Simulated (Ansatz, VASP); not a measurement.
# One calculation of Zn, two programs

The input INCAR:

```
PREC = Accurate
ENCUT = 520
EDIFF = 1E-6
ISMEAR = -1
SIGMA = 0.05
LREAL = F
LASPH = T
NELM = 80
ALGO = Fast
ISIF = 2
LWAVE = F
LCHARG = F
GGA = CA
NBANDS = 19
```

File KPOINTS:

```
Automatic mesh
0
Gamma
  11 11 6
```

File POSCAR:

```
Zn
1.0
    2.6700000000      0.0000000000      0.0000000000
   -1.3350000000      2.3122878281      0.0000000000
    0.0000000000      0.0000000000      4.9660000000
Zn
2
Direct
    0.6666666667      0.3333333333      0.7500000000
    0.3333333333      0.6666666667      0.2500000000
```

Contents of input.yaml:

```yaml
crystal:
  lattice:
    - [2.67, 0.0, 0.0]
    - [-1.335, 2.3122878281, 0.0]
    - [0.0, 0.0, 4.966]
  atoms:
    - { symbol: Zn, position: [0.6666666667, 0.3333333333, 0.75] }
    - { symbol: Zn, position: [0.3333333333, 0.6666666667, 0.25] }
kpoints:
  mp_grid: { grid: [11, 11, 6] }
scf:
  occupations: { method: fermi_dirac, width: 0.05 }
hamiltonian:
  xc: lda
  pseudopotentials: { kind: all_electron, lapw: { basis_error: 0.001 } }
output:
  forces: true
  stress: true
  eigenvalues: true
```

Alike in both runs: task single point; functional LDA; k mesh 11 × 11 × 6; occupations fermi-dirac, width 0.05 eV; no spin polarisation.

|  | VASP | Ansatz |
| --- | --- | --- |
| version | VASP 6.6.1 | Ansatz 0.2.0 |
| potentials or method | VASP PAW LDA potentials, release 64 (Zn), cutoff 520 eV | all-electron LAPW, scalar-relativistic |

VASP gave:

- gap on the k mesh at the Fermi level (eV): none
- pressure (GPa): -8.5
- traceless stress, the component that is largest in VASP (GPa): 0.95

Q: Which values does Ansatz return?

A: gap on the k mesh at the Fermi level (eV): none; pressure (GPa): -9.1; traceless stress, the component that is largest in VASP (GPa): 1.11.

LDA's correlation is that of Perdew and Zunger in VASP and of Perdew and Wang (1992) in Ansatz. A gap of «none» marks a metal or a gap that the smearing closes. Ansatz ran all-electron here, and VASP with PAW potentials.
